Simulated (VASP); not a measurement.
# Cu (I4/mmm) in VASP: a series of runs

The runs below take Cu through single point, with PBEsol.

All numbers are computed with VASP 6.6.1; they aren't measurements. Logs are shortened: lines on timing, memory, paths and dates and some standing lists are left out, and cuts for length are marked.

**1. The cell of the first run**

It takes space group I4/mmm (No. 139, tetragonal). The conventional cell has a = 2.775 Å, b = 2.775 Å, c = 2.938 Å, α = 90.00°, β = 90.00°, γ = 90.00°. Cu (site symmetry 4/mmm) has 14 Cu at 2.45 to 2.94 Å within 3.2 Å.

**2. Single point, PBEsol (strain -0.040 along x and y, +0.080 along z)**

INCAR

```
  PREC = Accurate
  ENCUT = 520
  EDIFF = 1E-6
  ISMEAR = 0
  SIGMA = 0.15
  LREAL = False
  LASPH = True
  NELM = 60
  ALGO = Fast
  ISIF = 2
  LWAVE = False
  LCHARG = False
  GGA = PS
  NBANDS = 12
```

KPOINTS

```
Automatic mesh
0
Gamma
  30 30 30
```

POSCAR

```
Cu
1.0
   -1.3872880530      1.3872880530      1.4688077899
    1.3872880530     -1.3872880530      1.4688077899
    1.3872880530      1.3872880530     -1.4688077899
Cu
1
Direct
    0.0000000000      0.0000000000      0.0000000000
```

Potentials or basis: VASP PAW PBE potentials, release 64 (Cu).

Command:

```sh
$ cat potpaw_PBE.64/Cu/POTCAR > POTCAR
$ mpirun -np 1 vasp_std > vasp.out
```

OUTCAR:

```text
PREC = Accurate
   ENCUT = 520
   EDIFF = 1E-6
   ISMEAR = 0
   LREAL = False
   LASPH = True
   NELM = 60
   ISIF = 2
   GGA = PS

 ion  position               nearest neighbor table
   1  0.000  0.000  0.000-

  LATTYP: Found a body centered tetragonal cell.
 ALAT       =     2.7745761060
 C/A-ratio  =     1.0587619397

  Lattice vectors:

 A1 = (  -1.3872880530,   1.3872880530,   1.4688077899)
 A2 = (   1.3872880530,  -1.3872880530,   1.4688077899)
 A3 = (   1.3872880530,   1.3872880530,  -1.4688077899)

Analysis of symmetry for initial positions (statically):
=====================================================================
 Subroutine PRICEL returns:
 Original cell was already a primitive cell.

 Routine SETGRP: Setting up the symmetry group for a
 body centered tetragonal supercell.

 Subroutine GETGRP returns: Found 16 space group operations
 (whereof 16 operations were pure point group operations)
 out of a pool of 16 trial point group operations.

The static configuration has the point symmetry D_4h.

Analysis of symmetry for dynamics (positions and initial velocities):
=====================================================================
 Subroutine PRICEL returns:
 Original cell was already a primitive cell.

 Routine SETGRP: Setting up the symmetry group for a
 body centered tetragonal supercell.

 Subroutine GETGRP returns: Found 16 space group operations
 (whereof 16 operations were pure point group operations)
 out of a pool of 16 trial point group operations.

The dynamic configuration has the point symmetry D_4h.

 Subroutine INISYM returns: Found 16 space group operations
 (whereof 16 operations are pure point group operations),
 and found     1 'primitive' translations

----------------------------------------------------------------------------------------

                                     Primitive cell

  volume of cell :      11.3073

  direct lattice vectors                    reciprocal lattice vectors
    -1.387288053  1.387288053  1.468807790     0.000000000  0.360415415  0.340412138
     1.387288053 -1.387288053  1.468807790     0.360415415  0.000000000  0.340412138
     1.387288053  1.387288053 -1.468807790     0.360415415  0.360415415  0.000000000

  length of vectors
     2.450822843  2.450822843  2.450822843     0.495761732  0.495761732  0.509704369

  position of ions in fractional coordinates (direct lattice)
     0.000000000  0.000000000  0.000000000

  ion indices of the primitive-cell ions
   primitive index   ion index
                 1           1

----------------------------------------------------------------------------------------

 KPOINTS: Automatic mesh

Automatic generation of k-mesh.
 Grid dimensions read from file:
 generate k-points for:   30   30   30

 Generating k-lattice:

  Cartesian coordinates                     Fractional coordinates (reciprocal lattice)
     0.000000000  0.012013847  0.011347071     0.033333333  0.000000000  0.000000000
     0.012013847  0.000000000  0.011347071     0.000000000  0.033333333  0.000000000
     0.012013847  0.012013847  0.000000000     0.000000000  0.000000000  0.033333333

  Length of vectors
     0.016525391  0.016525391  0.016990146

  Shift w.r.t. Gamma in fractional coordinates (k-lattice)
     0.000000000  0.000000000  0.000000000

 Subroutine IBZKPT returns following result:
 ===========================================

 Found   1992 irreducible k-points:

 Following reciprocal coordinates:
            Coordinates               Weight
  0.000000  0.000000  0.000000      1.000000
  0.033333  0.000000  0.000000      8.000000
  0.066667  0.000000 -0.000000      8.000000
  0.100000 -0.000000  0.000000      8.000000
  0.133333  0.000000  0.000000      8.000000
  0.166667  0.000000 -0.000000      8.000000
[... 16 lines left out ...]
  0.233333  0.033333 -0.000000     16.000000
  0.266667  0.033333  0.000000     16.000000
 [... further k-points ...]
   k-points           NKPTS =   1992   k-points in BZ     NKDIM =   1992   number of bands    NBANDS=     12
   number of dos      NEDOS =    301   number of ions     NIONS =      1
   total plane-waves  NPLWV =   5832
   dimension x,y,z NGX =    18 NGY =   18 NGZ =   18
   dimension x,y,z NGXF=    36 NGYF=   36 NGZF=   36
   ions per type =               1
   NGX,Y,Z   is equivalent  to a cutoff of  12.21, 12.21, 12.21 a.u.
   NGXF,Y,Z  is equivalent  to a cutoff of  24.42, 24.42, 24.42 a.u.
 SYSTEM =  unknown system
   PREC   = accura    normal or accurate (medium, high low for compatibility)
   ISTART =      0    job   : 0-new  1-cont  2-samecut
   ICHARG =      2    charge: 1-file 2-atom 10-const
   ISPIN  =      1    spin polarized calculation?
   LNONCOLLINEAR =      F non collinear calculations
   LSORBIT =      F    spin-orbit coupling
   LASPH  =      T    aspherical Exc in radial PAW
   ENCUT  =  520.0 eV  38.22 Ry    6.18 a.u.   4.56  4.56  4.56*2*pi/ulx,y,z
   NELM   =     60;   NELMIN=  2; NELMDL= -5     # of ELM steps
   EDIFF  = 0.1E-05   stopping-criterion for ELM
   LREAL  =      F    real-space projection
   EDIFFG = 0.1E-04   stopping-criterion for IOM
   NSW    =      0    number of steps for IOM
   IBRION =     -1    ionic relax: 0-MD 1-quasi-New 2-CG
   NFREE  =      0    steps in history (QN), initial steepest desc. (CG)
   ISIF   =      2    stress and relaxation
   ISYM   =      2    0-nonsym 1-usesym 2-fastsym
   POTIM  = 0.5000    time-step for ionic-motion
   TEBEG  =    0.0;   TEEND  =   0.0 temperature during run
   PSTRESS=    0.0 pullay stress
   NELECT =      11.0000    total number of electrons
   NUPDOWN=      -1.0000    fix difference up-down
   EMIN   =  10.00;   EMAX   =-10.00  energy-range for DOS
   EFERMI =   0.00;   METHOD = LEGACY
   ISMEAR =     0;   SIGMA  =   0.15  broadening in eV -4-tet -1-fermi 0-gaus
   EFERMI_NEDOS =   21; number of points for ismear=-14 and -15
   IALGO  =     68    algorithm
   IMIX   =      4    mixing-type and parameters
     AMIX     =   0.40;   BMIX     =  1.00
     AMIX_MAG =   1.60;   BMIX_MAG =  1.00
  volume/ion in A,a.u.               =      11.31        76.31
  Fermi-wavevector in a.u.,A,eV,Ry     =   1.622132  3.065386 35.801196  2.631314
  Thomas-Fermi vector in A             =   2.715795
   LORBIT       =      0    0 simple, 1 ext, 2 COOP (PROOUT), +10 PAW based schemes
   GGA     = PS    functional components
   LHFCALC =     F    Hartree Fock is set to
   AEXX    =    0.0000 exact exchange contribution
   IVDW    =     0    specifies the selected vdW correction
   LEPSILON=     F    determine dielectric tensor
   LRPA    =     F    only Hartree local field effects (RPA)
 non-spin polarized calculation
 RMM-DIIS sequential band-by-band and
 Gauss-broadening in eV      SIGMA  =   0.15
  energy-cutoff  :      520.00
  volume of cell :       11.31
 maximum number of plane-waves:       329
   NGX =  9   NGY =  9   NGZ =  9

 number of electron      10.9999990 magnetization

 Free energy of the ion-electron system (eV)
  ---------------------------------------------------
  ext. energy  EPLUGINS =         0.00000000
  ---------------------------------------------------
  free energy    TOTEN  =        -4.27282725 eV

  energy without entropy =       -4.26888371  energy(sigma->0) =       -4.27085548

 E-fermi :   7.9498     XC(G=0): -13.1651

 val. band max:        7.9469827925   @ k =  -0.3000  -0.3000   0.1667
 cond. band min:       7.9538197420   @ k =   0.5000   0.1333   0.1000
 fundamental gap:      0.0068369495
 Fermi energy:         7.9497685934

 k-point     1 :       0.0000    0.0000    0.0000
  band No.  band energies     occupation
      1      -1.7702      2.00000
      2       4.6414      2.00000
      3       4.6414      2.00000
      4       4.8634      2.00000
      5       5.6624      2.00000
      6       5.8932      2.00000
      7      32.6335      0.00000
      8      33.6883      0.00000
      9      33.6883      0.00000
     10      36.4411      0.00000
     11      37.0642      0.00000
     12      38.1377      0.00000

 k-point     2 :       0.0333    0.0000    0.0000
  band No.  band energies     occupation
      1      -1.7267      2.00000
      2       4.6416      2.00000
      3       4.6466      2.00000
      4       4.8672      2.00000
      5       5.6569      2.00000
      6       5.8898      2.00000
      7      32.3206      0.00000
      8      33.3522      0.00000
      9      33.5648      0.00000
     10      35.8522      0.00000
     11      36.8710      0.00000
     12      37.3092      0.00000

 k-point     3 :       0.0667    0.0000   -0.0000
  band No.  band energies     occupation
      1      -1.5966      2.00000
      2       4.6414      2.00000
      3       4.6538      2.00000
      4       4.8872      2.00000
      5       5.6411      2.00000
      6       5.8809      2.00000
      7      31.1613      0.00000
      8      32.8798      0.00000
      9      33.2418      0.00000
     10      35.2570      0.00000
     11      36.0644      0.00000
     12      36.2233      0.00000
[... 286 lines left out ...]
 k-point    23 :       0.2333    0.0333   -0.0000
  band No.  band energies     occupation
      1       0.5108      2.00000
      2       4.3906      2.00000
      3       4.5757      2.00000
      4       5.5381      2.00000
      5       5.6134      2.00000
      6       5.8472      2.00000
      7      21.5822      0.00000
      8      28.2540      0.00000
      9      29.7394      0.00000
     10      32.0460      0.00000
     11      34.4329      0.00000
     12      37.3777      0.00000

 k-point    24 :       0.2667    0.0333    0.0000
  band No.  band energies     occupation
      1       1.0508      2.00000
      2       4.3199      2.00000
      3       4.6073      2.00000
      4       5.5564      2.00000
      5       5.7957      2.00000
      6       5.8602      2.00000
      7      19.9035      0.00000
      8      27.6813      0.00000
      9      28.9899      0.00000
     10      31.7058      0.00000
     11      34.1967      0.00000
     12      38.1816      0.00000

 [... further k-points ...]

------------------------ aborting loop because EDIFF is reached ----------------------------------------

  FORCE on cell =-STRESS in cart. coord.  units (eV):
  Direction    XX          YY          ZZ          XY          YZ          ZX
  --------------------------------------------------------------------------------------
  -------------------------------------------------------------------------------------
  Total        0.0945432      0.0945432      0.1686445      0.0000000     -0.0000000      0.0000000
  in kB       13.3962277     13.3962277     23.8959667      0.0000000     -0.0000000      0.0000000
  external PRESSURE =      16.8961407 kB  Pullay stress =       0.0000000 kB

 VOLUME and BASIS-vectors are now :
 -----------------------------------------------------------------------------
  energy-cutoff  :      520.00
  volume of cell :       11.31
      direct lattice vectors                 reciprocal lattice vectors
    -1.387288053  1.387288053  1.468807790     0.000000000  0.360415415  0.340412138
     1.387288053 -1.387288053  1.468807790     0.360415415  0.000000000  0.340412138
     1.387288053  1.387288053 -1.468807790     0.360415415  0.360415415  0.000000000

 POSITION                                       TOTAL-FORCE (eV/Angst)
 -----------------------------------------------------------------------------------
      0.00000      0.00000      0.00000         0.000000      0.000000      0.000000
 -----------------------------------------------------------------------------------
    total drift:                                0.000000      0.000000      0.000000

  FREE ENERGIE OF THE ION-ELECTRON SYSTEM (eV)
  ---------------------------------------------------
  free  energy   TOTEN  =        -4.2728272516 eV

  energy  without entropy=       -4.2688837108  energy(sigma->0) =       -4.27085548
```

Wall time 4.2 min (1 thread of Intel Xeon 8259CL, shared host); peak memory 0.37 GiB.

What came out:

```
Free energy            : -4.2728 eV
Pressure               : 1.7 GPa
Band gap on the k mesh : zero (an odd number of electrons rules out a gap without spin polarisation)
```

Levels at points of the mesh, in eV from the Fermi level:
```tsv
k point	band 3	band 4	band 5	band 6	band 7	band 8	band 9	band 10
(0.00, 0.00, 0.00)	-3.31	-3.09	-2.29	-2.06	24.68	25.74	25.74	28.49
(0.50, 0.00, 0.00)	-2.34	-2.02	-1.40	-0.87	4.38	18.35	18.64	22.35
(0.50, 0.50, 0.00)	-2.04	-1.97	-1.36	-0.43	5.00	16.88	16.97	20.99
(0.50, 0.50, 0.50)	-1.60	-1.54	-1.54	6.94	9.10	9.10	13.05	14.52
```

Caveat: the cell differs from its parent crystal (strain -0.040 along x and y, +0.080 along z); the PAW data sets were made with another functional, which shifts forces and pressure a little.

(Part 1 of 2 ends here.)
